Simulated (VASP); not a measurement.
Here is a VASP 6.6.1 calculation.

INCAR

```
SYSTEM = HfSi2O6
  ALGO = Normal
  EDIFF = 1E-6
  EDIFFG = -0.01
  ENCUT = 600
  GGA = PE
  IBRION = 2
  ISIF = 3
  ISMEAR = 0
  LASPH = .True.
  LCHARG = .False.
  LREAL = .False.
  LWAVE = .False.
  NELM = 80
  NSW = 100
  PREC = Accurate
  SIGMA = 0.02
```

Contents of KPOINTS:

```
k-points
0
Gamma
  6 6 4
  0 0 0
```

The input POSCAR:

```
HfSi2O6
1.0
    2.6078699000     -4.9479839000      0.0000000000
    2.6078699000      4.9479839000      0.0000000000
    0.0000000000      0.0000000000      6.0196389000
Hf Si O
1 2 6
Direct
    0.5000000000      0.5000000000      0.0000000000
    0.5000000000      0.0000000000      0.3443370000
    0.0000000000      0.5000000000      0.6556630000
    0.8233100000      0.5889660000      0.8112530000
    0.2234110000      0.7765890000      0.5000000000
    0.5889660000      0.8233100000      0.1887470000
    0.1766900000      0.4110340000      0.8112530000
    0.7765890000      0.2234110000      0.5000000000
    0.4110340000      0.1766900000      0.1887470000
```

Potentials or basis: VASP PAW PBE potentials, release 64 (Hf_pv, Si, O).

The run is started by

```console
$ cat potpaw_PBE.64/Hf_pv/POTCAR potpaw_PBE.64/Si/POTCAR potpaw_PBE.64/O/POTCAR > POTCAR
$ mpirun -np 1 vasp_std > vasp.out
```

Question: Predict the band gap on the k mesh.

Answer: 4.96 eV (least direct gap 5.19 eV).

Question: Estimate the space group after relaxing (to 0.1 Å).

Answer: C222 (No. 21).

Forces in eV/Å, atoms in the order of the input:
```
Hf   0.000  0.000  0.000
Si   0.000  0.000  0.005
Si   0.000  0.000 -0.005
O    0.001 -0.008  0.001
O    0.000  0.004  0.000
O    0.001  0.008 -0.001
O   -0.001  0.008  0.001
O    0.000 -0.004  0.000
O   -0.001 -0.008 -0.001
```

Caveat: spin-orbit coupling is left out, which moves the levels of the heavy elements. A k mesh can miss the band edges.
